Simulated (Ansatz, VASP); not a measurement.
One calculation of Ni2Ge, two programs

```xyz
6
Lattice="3.8986 0.0000 0.0000 -1.9493 3.3763 0.0000 0.0000 0.0000 4.9366" Properties=species:S:1:pos:R:3 pbc="T T T"
Ni    1.9493    1.1254    1.2342
Ni    0.0000    2.2508    3.7025
Ni    0.0000    0.0000    0.0000
Ni    0.0000    0.0000    2.4683
Ge    1.9493    1.1254    3.7025
Ge    0.0000    2.2508    1.2342
```

Change from the starting cell: equal strain along all axes, cell held, atoms relaxed: -2.0 %.

Alike in both runs: task single point; functional r2SCAN; k mesh 12 × 12 × 8; occupations gaussian, width 0.1 eV; no spin polarisation.

```csv
,VASP,Ansatz
version,VASP 6.6.1,Ansatz 0.2.0
potentials or method,"VASP PAW PBE potentials, release 64 (Ni, Ge_d), cutoff 520 eV","scalar-relativistic, plane waves, PAW"
valence electrons in the cell,68,100
```

```tsv
	VASP	Ansatz	Ansatz less VASP
gap on the k mesh at the Fermi level (eV)	none	none	-
pressure (GPa)	14.2	13.9	-0.30
traceless stress, the component that is largest in VASP (GPa)	-1.64	-1.55	+0.089
```

VASP's potentials were made for PBE, not for r2SCAN. A gap of «none» marks a metal or a gap that the smearing closes. VASP's potentials hold 68 valence electrons a cell and Ansatz's 100, so a difference there can come from the potentials and not from the codes.
